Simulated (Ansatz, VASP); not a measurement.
## LiH in VASP and in Ansatz

```
Li H
1.0
     0.00000    1.99847    1.99847
     1.99847    0.00000    1.99847
     1.99847    1.99847    0.00000
Li H
1 1
Direct
  0.00000 0.00000 0.00000
  0.50000 0.50000 0.50000
```

Alike in both runs: task single point; functional PBE; k mesh 10 × 10 × 10; occupations fermi-dirac, width 0.02 eV; no spin polarisation.

```csv
,VASP,Ansatz
version,VASP 6.6.1,Ansatz 0.2.0
potentials or method,"VASP PAW PBE potentials, release 64 (Li_sv, H)","plane waves, PAW"
plane-wave cutoff (eV),520,420
valence electrons in the cell,4,4
```

```csv
,VASP,Ansatz,Ansatz less VASP
gap on the k mesh at the Fermi level (eV),2.97,2.98,+0.006
```

With one functional, cell and mesh, what is left measures potentials, basis and numerics.

Noted on VASP's run: the cutoff is short for stress, so the pressure is rough.
